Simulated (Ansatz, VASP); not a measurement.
## Hf in VASP and in Ansatz

File POSCAR:

```
Hf
1.0
    0.0000000000      2.2200000000      2.3976000000
    2.2200000000      0.0000000000      2.3976000000
    2.2200000000      2.2200000000      0.0000000000
Hf
1
Direct
    0.0000000000      0.0000000000      0.0000000000
```

The input INCAR.step1:

```
PREC = Accurate
ENCUT = 520
ISMEAR = 0
SIGMA = 0.15
LREAL = F
LASPH = T
NELM = 80
NBANDS = 11
GGA = PE
ALGO = Normal
EDIFF = 1E-4
LWAVE = T
LCHARG = F
```

The input INCAR.step2:

```
PREC = Accurate
ENCUT = 520
EDIFF = 1E-6
ISMEAR = 0
SIGMA = 0.15
LREAL = F
LASPH = T
NELM = 80
ALGO = Normal
ISIF = 2
LWAVE = F
LCHARG = F
METAGGA = R2SCAN
LMIXTAU = T
NBANDS = 11
ISTART = 1
```

KPOINTS

```
regular mesh
0
Gamma
  18 18 18
```

Input for Ansatz:

```yaml
crystal:
  lattice:
    - [0.0, 2.22, 2.3976]
    - [2.22, 0.0, 2.3976]
    - [2.22, 2.22, 0.0]
  atoms:
    - { symbol: Hf, position: [0.0, 0.0, 0.0] }
basis:
  ecutwfc: 500
kpoints:
  mp_grid: { grid: [18, 18, 18] }
hamiltonian:
  xc: r2scan
scf:
  occupations: { method: gaussian, width: 0.15 }
output:
  forces: true
  stress: true
  eigenvalues: true
  write_density: true
  write_potential: true
  elf: true
  volumetric_format: npy
```

Change from the starting cell: strain +0.000 along x and y, +0.080 along z, atoms carried along.

Alike in both runs: task single point; functional r2SCAN; k mesh 18 × 18 × 18; occupations gaussian, width 0.15 eV; no spin polarisation.

|  | VASP | Ansatz |
| --- | --- | --- |
| version | VASP 6.6.1 | Ansatz 0.2.0 |
| potentials or method | VASP PAW PBE potentials, release 64 (Hf_pv), cutoff 520 eV | scalar-relativistic, plane waves, PAW |
| valence electrons in the cell | 10 | 26 |

|  | VASP | Ansatz | Ansatz less VASP |
| --- | --- | --- | --- |
| gap on the k mesh at the Fermi level (eV) | none | none | - |
| pressure (GPa) | -5.5 | -4.9 | +0.54 |
| traceless stress, the component that is largest in VASP (GPa) | -2.85 | -2.84 | +0.016 |

VASP's potentials were made for PBE, not for r2SCAN. A gap of «none» marks a metal or a gap that the smearing closes. The functional is the same, so the differences come from potentials, cutoffs and numerics. VASP's potentials hold 10 valence electrons a cell and Ansatz's 26, so a difference there can come from the potentials and not from the codes.

Neither program's run includes spin-orbit coupling.
